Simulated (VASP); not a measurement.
A run of VASP 6.6.1 is set up as follows.

File INCAR:

```
SYSTEM = Al3GaN4
PREC = Accurate ; ENCUT = 520
EDIFF = 1E-6 ; ISMEAR = 0
SIGMA = 0.02 ; LREAL = .False.
LASPH = .True. ; NELM = 80
ALGO = Normal ; ISIF = 2
LWAVE = .False. ; LCHARG = .False.
GGA = PS ; NBANDS = 31
```

Contents of KPOINTS:

```
regular mesh
0
Gamma
  6 8 4
  0 0 0
```

The input POSCAR:

```
Al3GaN4
1.0
    5.0434080196      0.0000000000     -0.0000869255
    0.0000000000      3.1300738974      0.0000000000
   -0.0032061021      0.0000000000      5.5805317818
Al Ga N
3 1 4
Direct
    0.5013467319      0.5000000000      0.1666053511
    0.0020056588      0.5000000000      0.8353732110
    0.0022589502      0.0000000000      0.3324722263
    0.5008776425      0.0000000000      0.6653540368
    0.1102288404      0.0000000000      0.6637067819
    0.1211263349      0.5000000000      0.1645205496
    0.6237179584      0.5000000000      0.8428910672
    0.6220368830      0.0000000000      0.3290777760
```

Potentials or basis: VASP PAW PBE potentials, release 64 (Al, Ga_d, N).

Launch:

```sh
$ cat potpaw_PBE.64/Al/POTCAR potpaw_PBE.64/Ga_d/POTCAR potpaw_PBE.64/N/POTCAR > POTCAR
$ mpirun -np 1 vasp_std > vasp.out
```

Question: Estimate the band gap on the k mesh.

Answer: 3.19 eV.

Question: Estimate the largest force.

Answer: 0.012 eV/Å.

Question: Predict the pressure.

Answer: -5.7 GPa.

Stress tensor (GPa, compression positive):
```
 -2.91   0.00  -0.02
  0.00  -3.58   0.00
 -0.02   0.00 -10.68
```

Caveat: the cell stands under tension; the PAW data sets were made with another functional, which shifts forces and pressure a little. A k mesh can miss the band edges.
